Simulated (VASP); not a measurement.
Input of a VASP 6.6.1 run:

INCAR

```
SYSTEM = BaTa2Tl3
PREC = Accurate
ENCUT = 520
EDIFF = 1E-7
ISMEAR = 0
SIGMA = 0.1
LREAL = .FALSE.
LASPH = .TRUE.
NELM = 80
ALGO = Normal
ISIF = 2
LWAVE = .FALSE.
LCHARG = .FALSE.
GGA = PE
NBANDS = 44
```

The input KPOINTS:

```
Automatic mesh
0
G
  3 3 4
  0 0 0
```

File POSCAR:

```
BaTa2Tl3
1.0
    6.2985121207      0.0000000000      0.0000000000
   -3.1492560603      5.4546715026      0.0000000000
    0.0000000000      0.0000000000      4.6586516240
Ba Ta Tl
1 2 3
Direct
    0.0000000000      0.0000000000      0.0000000000
    0.3333333333      0.6666666667      0.0000000000
    0.6666666667      0.3333333333      0.0000000000
    0.5000000000      0.0000000000      0.5000000000
    0.5000000000      0.5000000000      0.5000000000
    0.0000000000      0.5000000000      0.5000000000
```

Potentials or basis: VASP PAW PBE potentials, release 64 (Ba_sv, Ta_pv, Tl_d).

The run is started by

```bash
$ cat potpaw_PBE.64/Ba_sv/POTCAR potpaw_PBE.64/Ta_pv/POTCAR potpaw_PBE.64/Tl_d/POTCAR > POTCAR
$ mpirun -np 1 vasp_std > vasp.out
```

Q: Predict the pressure.

A: 0.2 GPa.

Stress tensor (GPa, compression positive):
```
0.15 0.00 0.00
0.00 0.15 0.00
0.00 0.00 0.35
```

Caveat: the k points lie up to 0.38 Å⁻¹ apart.
